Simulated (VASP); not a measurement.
Write the native input for VASP 6.6.1 that does the following.

```
Task                   : relaxation of cell and atoms
Functional             : PBE
Potentials or basis    : VASP PAW PBE potentials, release 64 (Pt, Se)
Cutoff                 : 600 eV
k mesh                 : 4 × 4 × 2
Occupations            : gaussian, width 0.1 eV
Spin                   : no spin polarisation
Dipole correction      : no
Further INCAR settings : ALGO = Normal; EDIFF = 1e-06; IBRION = 2; EDIFFG = -0.04; NSW = 90; ISIF = 3
```

The structure of Pt2Se lies in POSCAR:

```
Pt2Se
1.0
    3.7628903286      0.0000000000      0.0000000000
    0.0000000000      3.7628903286      0.0000000000
    0.0000000000      0.0000000000      7.8969125227
Pt Se
4 2
Direct
    0.0000000000      0.0000000000      0.0000000000
    0.5000000000      0.5000000000      0.0000000000
    0.5000000000      0.0000000000      0.6400000000
    0.0000000000      0.5000000000      0.3600000000
    0.5000000000      0.0000000000      0.2800000000
    0.0000000000      0.5000000000      0.7200000000
```

The input as run:

INCAR

```
ALGO = Normal
EDIFF = 1E-6
EDIFFG = -0.04
ENCUT = 600
GGA = PE
IBRION = 2
ISIF = 3
ISMEAR = 0
LASPH = T
LCHARG = F
LREAL = F
LWAVE = F
NELM = 100
NSW = 90
PREC = Accurate
SIGMA = 0.1
```

KPOINTS

```
k-points
0
Gamma
  4 4 2
```

Potentials or basis: VASP PAW PBE potentials, release 64 (Pt, Se).

Run with:

```sh
$ cat potpaw_PBE.64/Pt/POTCAR potpaw_PBE.64/Se/POTCAR > POTCAR
$ mpirun -np 1 vasp_std > vasp.out
```

Results of the run:

| Property | Result |
| --- | --- |
| Relaxed volume | 18.94 Å³/atom |
| Relaxed cell | a = 4.701 Å, b = 4.701 Å, c = 5.142 Å, α = 90.00°, β = 90.00°, γ = 90.00° |
| Space group after relaxing (to 0.05 Å) | P4/nmm (No. 129) |
| Energy gained by relaxing | 231.6 meV/atom |
| Ionic steps | 24 |
| Pressure after relaxing | 0.2 GPa |
| Largest force after relaxing | 0.019 eV/Å |
| Band gap on the k mesh | zero (band 26 reaches 7.89 eV, above the bottom of band 27 at 6.85 eV) |

Caveat: the k points lie up to 0.61 Å⁻¹ apart in the final cell; spin-orbit coupling is left out, which moves the levels of the heavy elements.

Wall time 8 min on 1 thread of Intel(R) Xeon(R) 6975P-C (Granite Rapids) (shared host), peak memory 0.26 GiB.
